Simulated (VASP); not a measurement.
# CaO in VASP: notebook

Runs on CaO. Level: PBE. Tasks: single point.

Everything below comes from runs of VASP 6.6.1. Logs are shortened: lines on timing, memory, paths and dates and some standing lists are left out, and cuts for length are marked.

### Step 1. The cell of the first run

Symmetry: R-3m, No. 166, trigonal system. Conventional cell: a = 3.515 Å, b = 3.515 Å, c = 8.229 Å, α = 90.00°, β = 90.00°, γ = 120.00°. Ca (site symmetry -3m) has 6 O at 2.45 Å within 3.2 Å. O (site symmetry -3m) has 6 Ca at 2.45 Å within 3.2 Å.

### Step 2. Single point, PBE (equal xy, yz and zx shear strains of -3 %)

INCAR reads:

```
PREC = Accurate ; ENCUT = 520
EDIFF = 1E-7 ; ISMEAR = -1
SIGMA = 0.02 ; LREAL = F
LASPH = T ; NELM = 80
ALGO = Normal ; ISIF = 2
LWAVE = F ; LCHARG = F
GGA = PE ; NBANDS = 15
```

KPOINTS reads:

```
Automatic mesh
0
Gamma
  11 11 11
```

POSCAR reads:

```
CaO
1.0
   -0.0734700000      2.4122650000      2.4122650000
    2.4122650000     -0.0734700000      2.4122650000
    2.4122650000      2.4122650000     -0.0734700000
Ca O
1 1
Direct
    0.0000000000      0.0000000000      0.0000000000
    0.5000000000      0.5000000000      0.5000000000
```

Potentials or basis: VASP PAW PBE potentials, release 64 (Ca_sv, O).

Started as:

```bash
> cat potpaw_PBE.64/Ca_sv/POTCAR potpaw_PBE.64/O/POTCAR > POTCAR
> mpirun -np 1 vasp_std > vasp.out
```

OUTCAR:

```text
PREC = Accurate
   ENCUT = 520
   EDIFF = 1E-7
   ISMEAR = -1
   LREAL = F
   LASPH = T
   NELM = 80
   ISIF = 2
   GGA = PE

 ion  position               nearest neighbor table
   1  0.000  0.000  0.000-   2 2.45   2 2.45   2 2.45   2 2.45   2 2.45   2 2.45
   2  0.500  0.500  0.500-   1 2.45   1 2.45   1 2.45   1 2.45   1 2.45   1 2.45

  LATTYP: Found a trigonal (rhomboedric) cell.
 ALAT       =     3.4122489214
 COS(alpha) =     0.4693254694

  Lattice vectors:

 A1 = (  -0.0734700000,   2.4122650000,   2.4122650000)
 A2 = (   2.4122650000,  -0.0734700000,   2.4122650000)
 A3 = (   2.4122650000,   2.4122650000,  -0.0734700000)

Analysis of symmetry for initial positions (statically):
=====================================================================
 Subroutine PRICEL returns:
 Original cell was already a primitive cell.

 Routine SETGRP: Setting up the symmetry group for a
 trigonal (rhombohedral) supercell.

 Subroutine GETGRP returns: Found 12 space group operations
 (whereof 12 operations were pure point group operations)
 out of a pool of 12 trial point group operations.

The static configuration has the point symmetry D_3d.

Analysis of symmetry for dynamics (positions and initial velocities):
=====================================================================
 Subroutine PRICEL returns:
 Original cell was already a primitive cell.

 Routine SETGRP: Setting up the symmetry group for a
 trigonal (rhombohedral) supercell.

 Subroutine GETGRP returns: Found 12 space group operations
 (whereof 12 operations were pure point group operations)
 out of a pool of 12 trial point group operations.

The dynamic configuration has the point symmetry D_3d.

 Subroutine INISYM returns: Found 12 space group operations
 (whereof 12 operations are pure point group operations),
 and found     1 'primitive' translations

----------------------------------------------------------------------------------------

                                     Primitive cell

  volume of cell :      29.3562

  direct lattice vectors                    reciprocal lattice vectors
    -0.073470000  2.412265000  2.412265000    -0.198037217  0.204258281  0.204258281
     2.412265000 -0.073470000  2.412265000     0.204258281 -0.198037217  0.204258281
     2.412265000  2.412265000 -0.073470000     0.204258281  0.204258281 -0.198037217

  length of vectors
     3.412248921  3.412248921  3.412248921     0.350230824  0.350230824  0.350230824

  position of ions in fractional coordinates (direct lattice)
     0.000000000  0.000000000  0.000000000
     0.500000000  0.500000000  0.500000000

  ion indices of the primitive-cell ions
   primitive index   ion index
                 1           1
                 2           2

----------------------------------------------------------------------------------------

 KPOINTS: Automatic mesh

Automatic generation of k-mesh.
 Grid dimensions read from file:
 generate k-points for:   11   11   11

 Generating k-lattice:

  Cartesian coordinates                     Fractional coordinates (reciprocal lattice)
    -0.018003383  0.018568935  0.018568935     0.090909091 -0.000000000 -0.000000000
     0.018568935 -0.018003383  0.018568935    -0.000000000  0.090909091 -0.000000000
     0.018568935  0.018568935 -0.018003383    -0.000000000 -0.000000000  0.090909091

  Length of vectors
     0.031839166  0.031839166  0.031839166

  Shift w.r.t. Gamma in fractional coordinates (k-lattice)
     0.000000000  0.000000000  0.000000000

 Subroutine IBZKPT returns following result:
 ===========================================

 Found    146 irreducible k-points:

 Following reciprocal coordinates:
            Coordinates               Weight
  0.000000  0.000000  0.000000      1.000000
  0.090909  0.000000  0.000000      6.000000
  0.181818 -0.000000 -0.000000      6.000000
  0.272727  0.000000 -0.000000      6.000000
  0.363636  0.000000  0.000000      6.000000
  0.454545 -0.000000 -0.000000      6.000000
[... 16 lines left out ...]
 -0.272727  0.181818 -0.000000     12.000000
 -0.181818  0.181818  0.000000      6.000000
 [... further k-points ...]
   k-points           NKPTS =    146   k-points in BZ     NKDIM =    146   number of bands    NBANDS=     15
   number of dos      NEDOS =    301   number of ions     NIONS =      2
   total plane-waves  NPLWV =  21952
   dimension x,y,z NGX =    28 NGY =   28 NGZ =   28
   dimension x,y,z NGXF=    56 NGYF=   56 NGZF=   56
   ions per type =               1   1
   NGX,Y,Z   is equivalent  to a cutoff of  13.64, 13.64, 13.64 a.u.
   NGXF,Y,Z  is equivalent  to a cutoff of  27.28, 27.28, 27.28 a.u.
 SYSTEM =  unknown system
   PREC   = accura    normal or accurate (medium, high low for compatibility)
   ISTART =      0    job   : 0-new  1-cont  2-samecut
   ICHARG =      2    charge: 1-file 2-atom 10-const
   ISPIN  =      1    spin polarized calculation?
   LNONCOLLINEAR =      F non collinear calculations
   LSORBIT =      F    spin-orbit coupling
   LASPH  =      T    aspherical Exc in radial PAW
   ENCUT  =  520.0 eV  38.22 Ry    6.18 a.u.   6.34  6.34  6.34*2*pi/ulx,y,z
   NELM   =     80;   NELMIN=  2; NELMDL= -5     # of ELM steps
   EDIFF  = 0.1E-06   stopping-criterion for ELM
   LREAL  =      F    real-space projection
   EDIFFG = 0.1E-05   stopping-criterion for IOM
   NSW    =      0    number of steps for IOM
   IBRION =     -1    ionic relax: 0-MD 1-quasi-New 2-CG
   NFREE  =      0    steps in history (QN), initial steepest desc. (CG)
   ISIF   =      2    stress and relaxation
   ISYM   =      2    0-nonsym 1-usesym 2-fastsym
   POTIM  = 0.5000    time-step for ionic-motion
   TEBEG  =    0.0;   TEEND  =   0.0 temperature during run
   PSTRESS=    0.0 pullay stress
   NELECT =      16.0000    total number of electrons
   NUPDOWN=      -1.0000    fix difference up-down
   EMIN   =  10.00;   EMAX   =-10.00  energy-range for DOS
   EFERMI =   0.00;   METHOD = LEGACY
   ISMEAR =    -1;   SIGMA  =   0.02  broadening in eV -4-tet -1-fermi 0-gaus
   EFERMI_NEDOS =   21; number of points for ismear=-14 and -15
   IALGO  =     38    algorithm
   IMIX   =      4    mixing-type and parameters
     AMIX     =   0.40;   BMIX     =  1.00
     AMIX_MAG =   1.60;   BMIX_MAG =  1.00
  volume/ion in A,a.u.               =      14.68        99.05
  Fermi-wavevector in a.u.,A,eV,Ry     =   1.337257  2.527049 24.330691  1.788255
  Thomas-Fermi vector in A             =   2.465819
   LORBIT       =      0    0 simple, 1 ext, 2 COOP (PROOUT), +10 PAW based schemes
   GGA     = PE    functional components
   LHFCALC =     F    Hartree Fock is set to
   AEXX    =    0.0000 exact exchange contribution
   IVDW    =     0    specifies the selected vdW correction
   LEPSILON=     F    determine dielectric tensor
   LRPA    =     F    only Hartree local field effects (RPA)
 non-spin polarized calculation
  energy-cutoff  :      520.00
  volume of cell :       29.36
 maximum number of plane-waves:       809
 NGX is ok and might be reduce to    28
   NGX = 13   NGY = 13   NGZ = 13

 number of electron      16.0000000 magnetization

 Free energy of the ion-electron system (eV)
  ---------------------------------------------------
  ext. energy  EPLUGINS =         0.00000000
  ---------------------------------------------------
  free energy    TOTEN  =       -12.77767526 eV

  energy without entropy =      -12.77767526  energy(sigma->0) =      -12.77767526

 E-fermi :   2.6245     XC(G=0): -10.2075

 val. band max:        2.1461131710   @ k =   0.0000   0.0000   0.0000
 cond. band min:       5.7177408212   @ k =   0.4545   0.4545   0.0000
 fundamental gap:      3.5716276502
 Fermi energy:         2.6244506013

 k-point     1 :       0.0000    0.0000    0.0000
  band No.  band energies     occupation
      1     -35.8409      2.00000
      2     -16.6422      2.00000
      3     -16.6377      2.00000
      4     -16.6377      2.00000
      5     -13.3776      2.00000
      6       2.0046      2.00000
      7       2.0046      2.00000
      8       2.1461      2.00000
      9       6.2957      0.00000
     10       7.9641      0.00000
     11       7.9641      0.00000
     12       8.4358      0.00000
     13       9.5477      0.00000
     14       9.5477      0.00000
     15      16.7739      0.00000

 k-point     2 :       0.0909    0.0000    0.0000
  band No.  band energies     occupation
      1     -35.8349      2.00000
      2     -16.7254      2.00000
      3     -16.6459      2.00000
      4     -16.6401      2.00000
      5     -13.2833      2.00000
      6       1.7229      2.00000
      7       1.8990      2.00000
      8       2.0365      2.00000
      9       6.6679      0.00000
     10       7.9770      0.00000
     11       8.0923      0.00000
     12       8.5370      0.00000
     13       9.7246      0.00000
     14       9.7263      0.00000
     15      17.0537      0.00000

 k-point     3 :       0.1818   -0.0000   -0.0000
  band No.  band energies     occupation
      1     -35.8188      2.00000
      2     -16.9391      2.00000
      3     -16.6572      2.00000
      4     -16.6466      2.00000
      5     -13.0498      2.00000
      6       1.0789      2.00000
      7       1.6355      2.00000
      8       1.7886      2.00000
      9       7.5399      0.00000
     10       8.0270      0.00000
     11       8.4482      0.00000
     12       8.8756      0.00000
     13      10.1971      0.00000
     14      10.2040      0.00000
     15      17.4853      0.00000
[... 343 lines left out ...]
 k-point    23 :      -0.2727    0.1818   -0.0000
  band No.  band energies     occupation
      1     -35.7730      2.00000
      2     -17.2686      2.00000
      3     -16.8110      2.00000
      4     -16.6742      2.00000
      5     -12.6340      2.00000
      6       0.0882      2.00000
      7       1.1531      2.00000
      8       1.2818      2.00000
      9       8.2807      0.00000
     10       8.8922      0.00000
     11       9.5033      0.00000
     12       9.9470      0.00000
     13      11.7259      0.00000
     14      11.8617      0.00000
     15      16.5494      0.00000

 k-point    24 :      -0.1818    0.1818    0.0000
  band No.  band energies     occupation
      1     -35.7913      2.00000
      2     -17.1470      2.00000
      3     -16.7669      2.00000
      4     -16.6565      2.00000
      5     -12.7676      2.00000
      6       0.3690      2.00000
      7       1.3059      2.00000
      8       1.5232      2.00000
      9       8.0006      0.00000
     10       8.4729      0.00000
     11       9.0897      0.00000
     12       9.6114      0.00000
     13      10.9480      0.00000
     14      11.2834      0.00000
     15      17.4912      0.00000

 [... further k-points ...]

------------------------ aborting loop because EDIFF is reached ----------------------------------------

  FORCE on cell =-STRESS in cart. coord.  units (eV):
  Direction    XX          YY          ZZ          XY          YZ          ZX
  --------------------------------------------------------------------------------------
  -------------------------------------------------------------------------------------
  Total       -0.6471738     -0.6471738     -0.6471738      0.3780344      0.3780344      0.3780344
  in kB      -35.3208670    -35.3208670    -35.3208670     20.6320188     20.6320188     20.6320188
  external PRESSURE =     -35.3208670 kB  Pullay stress =       0.0000000 kB

 VOLUME and BASIS-vectors are now :
 -----------------------------------------------------------------------------
  energy-cutoff  :      520.00
  volume of cell :       29.36
      direct lattice vectors                 reciprocal lattice vectors
    -0.073470000  2.412265000  2.412265000    -0.198037217  0.204258281  0.204258281
     2.412265000 -0.073470000  2.412265000     0.204258281 -0.198037217  0.204258281
     2.412265000  2.412265000 -0.073470000     0.204258281  0.204258281 -0.198037217

 POSITION                                       TOTAL-FORCE (eV/Angst)
 -----------------------------------------------------------------------------------
      0.00000      0.00000      0.00000         0.000000      0.000000     -0.000000
      2.37553      2.37553      2.37553        -0.000000     -0.000000      0.000000
 -----------------------------------------------------------------------------------
    total drift:                                0.000000      0.000000      0.000000

  FREE ENERGIE OF THE ION-ELECTRON SYSTEM (eV)
  ---------------------------------------------------
  free  energy   TOTEN  =       -12.7776752614 eV

  energy  without entropy=      -12.7776752614  energy(sigma->0) =      -12.77767526
```

Wall time 41 s (1 thread of AMD EPYC 9R45 (Zen 5), shared host); peak memory 0.17 GiB.

Results:

```yaml
Free_energy: -12.7777 eV
Pressure: -3.5 GPa
Band_gap_on_the_k_mesh: 3.57 eV, indirect (least direct gap 3.98 eV)
```

Levels at points of the mesh, in eV from the valence-band top:
| k point | band 5 | band 6 | band 7 | band 8 | band 9 | band 10 | band 11 | band 12 |
| --- | --- | --- | --- | --- | --- | --- | --- | --- |
| (0.00, 0.00, 0.00) | -15.52 | -0.14 | -0.14 | 0.00 | 4.15 | 5.82 | 5.82 | 6.29 |

Caveat: the cell differs from its parent crystal (equal xy, yz and zx shear strains of -3 %).

### Step 3. Single point, PBE (volume scaled by 0.9405)

INCAR reads:

```
SYSTEM = CaO
PREC     = Accurate       ! precision mode
ENCUT    = 520            ! plane-wave cutoff, eV
EDIFF    = 1E-6           ! SCF threshold, eV
ISMEAR   = -1             ! smearing method
SIGMA    = 0.02           ! smearing width, eV
LREAL    = .False.        ! projectors in reciprocal space
LASPH    = .True.         ! aspherical terms in the spheres
NELM     = 80             ! most SCF steps
ALGO     = Normal         ! electronic algorithm
ISIF     = 2              ! what is computed and relaxed
LWAVE    = .False.        ! write WAVECAR
LCHARG   = .False.        ! write CHGCAR
GGA      = PE             ! functional
NBANDS   = 15             ! bands
```

KPOINTS reads:

```
Automatic mesh
0
Gamma
  11 11 11
  0 0 0
```

POSCAR reads:

```
CaO
1.0
    0.0000000000      2.3994316606      2.3994316606
    2.3994316606      0.0000000000      2.3994316606
    2.3994316606      2.3994316606      0.0000000000
Ca O
1 1
Direct
    0.0000000000      0.0000000000      0.0000000000
    0.5000000000      0.5000000000      0.5000000000
```

Potentials or basis: VASP PAW PBE potentials, release 64 (Ca_sv, O).

Started as:

```bash
> cat potpaw_PBE.64/Ca_sv/POTCAR potpaw_PBE.64/O/POTCAR > POTCAR
> mpirun -np 1 vasp_std > vasp.out
```

It took 43 s on 1 thread of Intel Xeon 8259CL, shared host; peak memory 0.17 GiB.

The run converged. Its results:

* Free energy: -12.7990 eV
* Pressure: 2.8 GPa
* Band gap on the k mesh: 3.67 eV, indirect (least direct gap 4.05 eV)

Levels at points of the mesh, in eV from the valence-band top:
| k point | band 4 | band 5 | band 6 | band 7 | band 8 | band 9 | band 10 | band 11 | band 12 | band 13 |
| --- | --- | --- | --- | --- | --- | --- | --- | --- | --- | --- |
| (0.00, 0.00, 0.00) | -18.38 | -15.54 | 0.00 | 0.00 | 0.00 | 4.75 | 6.24 | 6.24 | 6.24 | 7.75 |

 A k mesh can miss the band edges.
